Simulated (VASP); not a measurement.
# LuMnIn (P-6m2) in VASP: settings compared, part 2 of 2

VASP 6.6.1. Earlier steps stand in the parts before.

## Step 3: Single point, PBEsol, collinear spin, ferromagnetic start

This run uses another cell than the first one, of 20.85 Å³/atom.

The input, INCAR:

```
SYSTEM = LuMnIn
ALGO     = Normal         ! electronic algorithm
EDIFF    = 1E-6           ! SCF threshold, eV
ENCUT    = 520            ! plane-wave cutoff, eV
GGA      = PS             ! functional
ISIF     = 2              ! what is computed and relaxed
ISMEAR   = -1             ! smearing method
ISPIN    = 2              ! spin polarisation
LASPH    = .True.         ! aspherical terms in the spheres
LCHARG   = .True.         ! write CHGCAR
LELF     = .True.         ! ELF
LMAXMIX  = 4              ! l up to which the mixer works
LORBIT   = 11             ! projections on sites
LREAL    = .False.        ! projectors in reciprocal space
LVHAR    = .True.       
LWAVE    = .False.        ! write WAVECAR
MAGMOM   = 0 0 4          ! initial moments
NBANDS   = 36             ! bands
NELM     = 150            ! most SCF steps
PREC     = Accurate       ! precision mode
SIGMA    = 0.05           ! smearing width, eV
```

The input, KPOINTS:

```
k-points
0
Gamma
  7 7 8
  0 0 0
```

The input, POSCAR:

```
LuMnIn
1.0
    4.6561287433      0.0000000000      0.0000000000
   -2.3280643717      4.0323257750      0.0000000000
    0.0000000000      0.0000000000      3.3320856002
Lu In Mn
1 1 1
Direct
    0.0000000000      0.0000000000      0.0000000000
    0.6666666667      0.3333333333      0.5000000000
    0.3333333333      0.6666666667      0.5000000000
```

Potentials or basis: VASP PAW PBE potentials, release 64 (Lu, In_d, Mn_pv).

Command:

```
$ cat potpaw_PBE.64/Lu/POTCAR potpaw_PBE.64/In_d/POTCAR potpaw_PBE.64/Mn_pv/POTCAR > POTCAR
$ mpirun -np 1 vasp_std > vasp.out
```

OUTCAR:

```text
SYSTEM = LuMnIn
   EDIFF = 1E-6
   ENCUT = 520
   GGA = PS
   ISIF = 2
   ISMEAR = -1
   ISPIN = 2
   LASPH = .True.
   LORBIT = 11
   LREAL = .False.
   NELM = 150
   PREC = Accurate

 ion  position               nearest neighbor table
   1  0.000  0.000  0.000-   2 3.16   3 3.16   2 3.16   3 3.16   2 3.16   2 3.16   3 3.16   3 3.16
                             2 3.16   2 3.16   3 3.16   3 3.16
   2  0.667  0.333  0.500-   3 2.69   3 2.69   3 2.69   1 3.16   1 3.16   1 3.16   1 3.16   1 3.16
                             1 3.16
   3  0.333  0.667  0.500-   2 2.69   2 2.69   2 2.69   1 3.16   1 3.16   1 3.16   1 3.16   1 3.16
                             1 3.16

  LATTYP: Found a hexagonal cell.
 ALAT       =     4.6561287433
 C/A-ratio  =     0.7156343357

  Lattice vectors:

 A1 = (   4.6561287433,   0.0000000000,   0.0000000000)
 A2 = (  -2.3280643717,   4.0323257750,   0.0000000000)
 A3 = (   0.0000000000,   0.0000000000,   3.3320856002)

Analysis of symmetry for initial positions (statically):
=====================================================================
 Subroutine PRICEL returns:
 Original cell was already a primitive cell.

 Routine SETGRP: Setting up the symmetry group for a
 hexagonal supercell.

 Subroutine GETGRP returns: Found 12 space group operations
 (whereof 12 operations were pure point group operations)
 out of a pool of 24 trial point group operations.

The static configuration has the point symmetry D_3h.

Analysis of symmetry for dynamics (positions and initial velocities):
=====================================================================
 Subroutine PRICEL returns:
 Original cell was already a primitive cell.

 Routine SETGRP: Setting up the symmetry group for a
 hexagonal supercell.

 Subroutine GETGRP returns: Found 12 space group operations
 (whereof 12 operations were pure point group operations)
 out of a pool of 24 trial point group operations.

The dynamic configuration has the point symmetry D_3h.
[... 156 lines left out ...]
  ---------------------------------------------------
  ext. energy  EPLUGINS =         0.00000000
  ---------------------------------------------------
  free energy    TOTEN  =       -17.73816956 eV

  energy without entropy =      -17.72574691  energy(sigma->0) =      -17.73195823

 E-fermi :   5.9693     XC(G=0): -11.5342

 val. band max:        5.9207780806   @ k =   0.1429   0.1429   0.3750
 cond. band min:       5.9797085037   @ k =   0.2857   0.0000   0.3750
 fundamental gap:      0.0589304230
 Fermi energy:         5.9693009486

 spin component 1

 k-point     1 :       0.0000    0.0000    0.0000
  band No.  band energies     occupation
      1     -50.1358      1.00000
      2     -43.7090      1.00000
      3     -43.7090      1.00000
      4     -43.5722      1.00000
      5     -20.8161      1.00000
      6     -20.8161      1.00000
[... 925 lines left out ...]
     35      13.9663      0.00000
     36      15.4233      0.00000

 [... further k-points ...]

 spin component 2

 k-point     1 :       0.0000    0.0000    0.0000
  band No.  band energies     occupation
      1     -50.1754      1.00000
      2     -40.0753      1.00000
      3     -40.0753      1.00000
      4     -39.9213      1.00000
      5     -20.8727      1.00000
      6     -20.8727      1.00000
[... 925 lines left out ...]
     35      14.5121      0.00000
     36      15.7453      0.00000

 [... further k-points ...]
[... 5 lines left out ...]
  --------------------------------------------------------------------------------------
  -------------------------------------------------------------------------------------
  Total        0.0241318      0.0241318      0.0341642     -0.0000000      0.0000000     -0.0000000
  in kB        0.6180208      0.6180208      0.8749542     -0.0000000      0.0000000     -0.0000000
  external PRESSURE =       0.7036653 kB  Pullay stress =       0.0000000 kB

 VOLUME and BASIS-vectors are now :
 -----------------------------------------------------------------------------
  energy-cutoff  :      520.00
  volume of cell :       62.56
      direct lattice vectors                 reciprocal lattice vectors
     4.656128743  0.000000000  0.000000000     0.214770694  0.123997918  0.000000000
    -2.328064372  4.032325775  0.000000000     0.000000000  0.247995836  0.000000000
     0.000000000  0.000000000  3.332085600     0.000000000  0.000000000  0.300112338

 POSITION                                       TOTAL-FORCE (eV/Angst)
 -----------------------------------------------------------------------------------
      0.00000      0.00000      0.00000         0.000000      0.000000      0.000000
      2.32806      1.34411      1.66604        -0.000000      0.000000      0.000000
     -0.00000      2.68822      1.66604         0.000000     -0.000000      0.000000
 -----------------------------------------------------------------------------------
    total drift:                               -0.000000      0.000000     -0.000000

  FREE ENERGIE OF THE ION-ELECTRON SYSTEM (eV)
  ---------------------------------------------------
  free  energy   TOTEN  =       -17.7381695621 eV

  energy  without entropy=      -17.7257469077  energy(sigma->0) =      -17.73195823

 total charge

# of ion       s       p       d       f       tot
--------------------------------------------------
    1        2.275   6.079   0.841  13.969  23.164
    2        0.905   0.907   9.840   0.000  11.652
    3        0.327   6.226   4.952   0.000  11.505
--------------------------------------------------
tot          3.508  13.212  15.633  13.969  46.322

 magnetization (x)

# of ion       s       p       d       f       tot
--------------------------------------------------
    1       -0.023  -0.006  -0.107   0.007  -0.129
    2       -0.009  -0.023   0.005   0.000  -0.027
    3        0.035   0.037   3.446   0.000   3.518
--------------------------------------------------
tot          0.003   0.009   3.344   0.007   3.362
```

stdout:

```text
POSCAR found type information on POSCAR LuInMn
 POSCAR found :  3 types and       3 ions
 scaLAPACK will be used
 -----------------------------------------------------------------------------
|                                                                             |
|                                                                             |
|     You enforced a specific xc type in the INCAR file but a different       |
|     I HOPE YOU KNOW WHAT YOU ARE DOING!                                     |
|                                                                             |
 -----------------------------------------------------------------------------

 LDA part: xc-table for (Slater+PW92), standard interpolation
 POSCAR, INCAR and KPOINTS ok, starting setup
 FFT: planning ... GRIDC
 FFT: planning ... GRID_SOFT
 FFT: planning ... GRID
 WAVECAR not read
 entering main loop
```

Wall time 5.2 min (1 thread of Intel Xeon 8259CL, shared host); peak memory 0.33 GiB.

What came out:

```yaml
Free_energy: -17.7382 eV
Pressure: 0.1 GPa
Net_moment: 3.47 μB per cell
Site_moments: Lu -0.13; In -0.03; Mn +3.52 μB
Valence_electrons_inside_the_program's_atomic_spheres: Lu 23.16; In 11.65; Mn 11.51
```

Caveat: the PAW data sets were made with another functional, which shifts forces and pressure a little; spin-orbit coupling is left out, which moves the levels of the heavy elements.

## Step 4: Single point, PBE, collinear spin, ferromagnetic start

This run uses another cell than the first one, of 21.99 Å³/atom.

The input, INCAR:

```
SYSTEM = LuMnIn
PREC = Accurate
ENCUT = 520
EDIFF = 1E-7
ISMEAR = -1
SIGMA = 0.05
LREAL = .False.
LASPH = .True.
NELM = 150
ALGO = Normal
ISIF = 2
LWAVE = .False.
LCHARG = .True.
ISPIN = 2
MAGMOM = 0 0 4
LORBIT = 11
LMAXMIX = 4
GGA = PE
LELF = .True.
LVHAR = .True.
NBANDS = 36
```

The input, KPOINTS:

```
Automatic mesh
0
Gamma
  7 7 8
  0 0 0
```

The input, POSCAR:

```
LuMnIn
1.0
    4.7342859571      0.0000000000      0.0000000000
   -2.3671429785      4.1000119076      0.0000000000
    0.0000000000      0.0000000000      3.3991342113
Lu In Mn
1 1 1
Direct
    0.0000000000      0.0000000000      0.0000000000
    0.6666666667      0.3333333333      0.5000000000
    0.3333333333      0.6666666667      0.5000000000
```

Command:

```
$ cat potpaw_PBE.64/Lu/POTCAR potpaw_PBE.64/In_d/POTCAR potpaw_PBE.64/Mn_pv/POTCAR > POTCAR
$ mpirun -np 1 vasp_std > vasp.out
```

Wall time 6.6 min (1 thread of Intel Xeon 8259CL, shared host); peak memory 0.33 GiB.

The run converged. Its results:

```
Free energy                                           : -16.2763 eV
Pressure                                              : 0.2 GPa
Net moment                                            : 3.51 μB per cell
Site moments                                          : Lu -0.15; In -0.03; Mn +3.62 μB
Valence electrons inside the program's atomic spheres : Lu 23.09; In 11.59; Mn 11.46
```

Levels at points of the mesh, in eV from the Fermi level:
Spin up:
| k point | band 23 | band 24 | band 25 | band 26 | band 27 | band 28 | band 29 | band 30 | band 31 | band 32 |
| --- | --- | --- | --- | --- | --- | --- | --- | --- | --- | --- |
| (0.00, 0.00, 0.00) | -2.85 | -2.22 | -2.22 | -0.56 | -0.56 | 0.27 | 2.37 | 3.90 | 3.90 | 4.35 |
| (0.00, 0.00, 0.50) | -3.17 | -2.79 | -2.79 | -1.37 | 1.32 | 1.32 | 2.73 | 2.73 | 3.10 | 3.10 |
Spin down:
```csv
k point,band 22,band 23,band 24,band 25,band 26,band 27
"(0.00, 0.00, 0.00)",-1.65,-0.99,0.31,0.68,0.68,1.11
"(0.00, 0.00, 0.50)",-1.30,-1.30,-0.29,-0.29,1.89,2.35
```

Caveat: spin-orbit coupling is left out, which moves the levels of the heavy elements.

## Step 5: The runs side by side

| level | cell | gap on the mesh (eV) | pressure (GPa) | moment (μB) |
| --- | --- | --- | --- | --- |
| LDA | a = 4.586, b = 4.586, c = 3.277 Å, angles 90.0, 90.0, 120.0°, 3 atoms | none | 0.0 | 3.41 |
| PBEsol | a = 4.656, b = 4.656, c = 3.332 Å, angles 90.0, 90.0, 120.0°, 3 atoms | none | 0.1 | 3.47 |
| PBE | a = 4.734, b = 4.734, c = 3.399 Å, angles 90.0, 90.0, 120.0°, 3 atoms | none | 0.2 | 3.51 |

Alike in all rows: task single point; potentials or basis VASP PAW PBE potentials, release 64 (Lu, In_d, Mn_pv); spin collinear, ferromagnetic start; k mesh 7 × 7 × 8; cutoff (eV) 520; smearing fermi-dirac 0.05 eV.

Caveats: spin-orbit coupling is left out, which moves the levels of the heavy elements; the PAW data sets were made with another functional, which shifts forces and pressure a little (at least some runs).

Total energies depend on the potentials used, so only differences within one code and one set of settings carry meaning.

The gap in the log of VASP goes by the Fermi energy; the results here count the filled bands.